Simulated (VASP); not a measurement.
Here is a VASP 6.6.1 calculation.

Contents of INCAR:

```
AGGAC    = 1.0          
AGGAX    = 1.0          
ALDAC    = 0.0          
ALDAX    = 1.0          
ALGO     = Normal         # electronic algorithm
EDIFF    = 1E-6           # SCF threshold, eV
ENCUT    = 600            # plane-wave cutoff, eV
GGA      = B5             # functional
GGA_COMPAT= F            
ISIF     = 2              # what is computed and relaxed
ISMEAR   = -1             # smearing method
LASPH    = T              # aspherical terms in the spheres
LCHARG   = T              # write CHGCAR
LELF     = T              # ELF
LREAL    = F              # projectors in reciprocal space
LVHAR    = T            
LWAVE    = F              # write WAVECAR
NBANDS   = 7              # bands
NELM     = 120            # most SCF steps
PREC     = Accurate       # precision mode
SIGMA    = 0.025          # smearing width, eV
```

Contents of KPOINTS:

```
k-points
0
Gamma
  15 15 15
```

The input POSCAR:

```
Be
1.0
   -1.2531209500      1.2531209500      1.2531209500
    1.2531209500     -1.2531209500      1.2531209500
    1.2531209500      1.2531209500     -1.2531209500
Be
1
Direct
    0.0000000000      0.0000000000      0.0000000000
```

Potentials or basis: VASP PAW PBE potentials, release 64 (Be).

Command:

```sh
$ cat potpaw_PBE.64/Be/POTCAR > POTCAR
$ mpirun -np 1 vasp_std > vasp.out
```

Task: Estimate the band gap on the k mesh.

Result: Zero (bands 1 and 2 overlap by 4.34 eV).

Task: Estimate the pressure.

Result: -0.6 GPa.

Caveat: the PAW data sets were made with another functional, which shifts forces and pressure a little.
